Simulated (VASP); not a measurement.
Be2Sb3P:

```xyz
6
Lattice="3.0161 -2.0892 0.0000 3.0161 2.0892 0.0000 -0.2981 0.0000 11.2994" Properties=species:S:1:pos:R:3 pbc="T T T"
Be    3.8804    0.0000    3.7746
Be    1.7764    0.0000    9.3893
Sb    2.3206    0.0000    5.2404
Sb    3.2856    0.0000   10.8829
Sb    5.4524    0.0000    2.3118
P     0.3364    0.0000    8.0021
```

* Program: VASP 6.6.1
* Task: relaxation of cell and atoms
* Functional: PBEsol
* Potentials or basis: VASP PAW PBE potentials, release 64 (Be, Sb, P)
* Cutoff: 600 eV
* k mesh: 6 × 6 × 2
* Occupations: fermi-dirac, width 0.03 eV
* Spin: no spin polarisation

At the start: pressure -0.4 GPa; volume 23.73 Å³/atom.

**Question.** How do energy, volume and symmetry change on relaxing?

**Answer.** Over 76 steps the energy falls by 682.6 meV/atom and the volume is 19.80 Å³/atom (-16.6 %); space group Cm (No. 8, to 0.1 Å) before and after.

The path:
```csv
step,energy change (eV),largest force (eV/Å),pressure (GPa),volume (Å³)
1,0.0000,2.8513,-0.38,142.40
3,-1.4169,1.8851,-6.31,140.06
5,-2.6526,1.3983,-3.08,120.41
7,-3.0538,1.0592,-0.20,113.83
9,-3.3322,0.7205,0.73,112.97
11,-3.3364,0.7006,1.01,112.87
13,-3.5605,0.4076,-2.69,119.79
15,-3.6373,0.9235,2.29,113.11
17,-3.7134,0.7140,0.88,114.60
19,-3.7676,0.4736,-0.60,116.48
21,-3.8244,0.4223,-1.39,117.29
23,-3.8602,0.4433,0.07,115.09
25,-3.9200,0.3829,1.06,113.95
27,-3.9250,0.3891,1.51,113.55
29,-3.9729,0.3810,-0.38,116.82
31,-3.9906,0.3367,-0.46,117.24
33,-4.0199,0.2921,0.49,116.46
35,-4.0425,0.2293,-0.23,117.88
37,-4.0574,0.1756,0.50,116.95
39,-4.0658,0.1493,-0.31,118.29
41,-4.0691,0.0728,0.14,117.67
43,-4.0707,0.0403,-0.03,117.99
45,-4.0714,0.0470,0.09,117.82
47,-4.0719,0.0645,-0.17,118.25
49,-4.0726,0.0690,-0.15,118.24
51,-4.0766,0.1304,-0.02,118.18
53,-4.0805,0.2318,0.27,118.05
55,-4.0809,0.2203,0.22,118.08
57,-4.0819,0.2222,0.27,118.16
59,-4.0845,0.1894,0.17,118.35
61,-4.0900,0.1047,-0.26,119.20
63,-4.0924,0.0741,0.18,118.54
65,-4.0934,0.0605,0.18,118.57
67,-4.0949,0.0331,-0.02,118.88
69,-4.0952,0.0319,0.01,118.83
71,-4.0953,0.0176,0.00,118.85
73,-4.0955,0.0165,-0.05,118.89
75,-4.0955,0.0160,0.04,118.76
76,-4.0956,0.0097,0.03,118.79
```

Final structure:
```yaml
crystal:
  lattice:
    - [3.27190, -1.82987, -0.04797]
    - [3.27190, 1.82987, -0.04797]
    - [-0.45841, 0.00000, 9.92724]
  atoms:
    - { symbol: Be, position: [0.67010, 0.67010, 0.34953] }
    - { symbol: Be, position: [0.35592, 0.35592, 0.73205] }
    - { symbol: Sb, position: [0.35185, 0.35185, 0.47890] }
    - { symbol: Sb, position: [0.60495, 0.60495, 0.97925] }
    - { symbol: Sb, position: [0.98344, 0.98344, 0.20459] }
    - { symbol: P, position: [0.03374, 0.03374, 0.76041] }
```

Caveat: the volume moved by over 15 % at a fixed basis, so the end points are rough; the PAW data sets were made with another functional, which shifts forces and pressure a little.
